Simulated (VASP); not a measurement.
Input of a VASP 6.6.1 run:

Contents of INCAR:

```
SYSTEM = CuO
ALGO = Normal
EDIFF = 1E-7
ENCUT = 520
GGA = PE
ISIF = 2
ISMEAR = -1
LASPH = .True.
LCHARG = .True.
LDAU = .True.
LDAUJ = 0 0
LDAUL = 2 -1
LDAUPRINT = 1
LDAUTYPE = 2
LDAUU = 4.5 0
LELF = .True.
LMAXMIX = 4
LREAL = .False.
LVHAR = .True.
LWAVE = .False.
NBANDS = 25
NELM = 150
PREC = Accurate
SIGMA = 0.05
```

KPOINTS

```
k-points
0
Gamma
  8 8 6
  0 0 0
```

File POSCAR:

```
CuO
1.0
    2.9623215493      0.0000000000      0.0000000000
    0.0000000000      2.9623215493      0.0000000000
    0.0000000000      0.0000000000      5.1838247159
Cu O
2 2
Direct
    0.0000000000      0.5000000000      0.0000000000
    0.5000000000      0.0000000000      0.5000000000
    0.0000000000      0.0000000000      0.2500000000
    0.0000000000      0.0000000000      0.7500000000
```

Potentials or basis: VASP PAW PBE potentials, release 64 (Cu, O).

Run with:

```console
$ cat potpaw_PBE.64/Cu/POTCAR potpaw_PBE.64/O/POTCAR > POTCAR
$ mpirun -np 1 vasp_std > vasp.out
```

(1) Estimate the band gap on the k mesh.

(2) Estimate the pressure.

Answers

(1) zero (bands 17 and 18 overlap by 1.20 eV).

(2) -3.7 GPa.

Caveat: the cell stands under tension; U without spin polarisation on a metal has little footing.
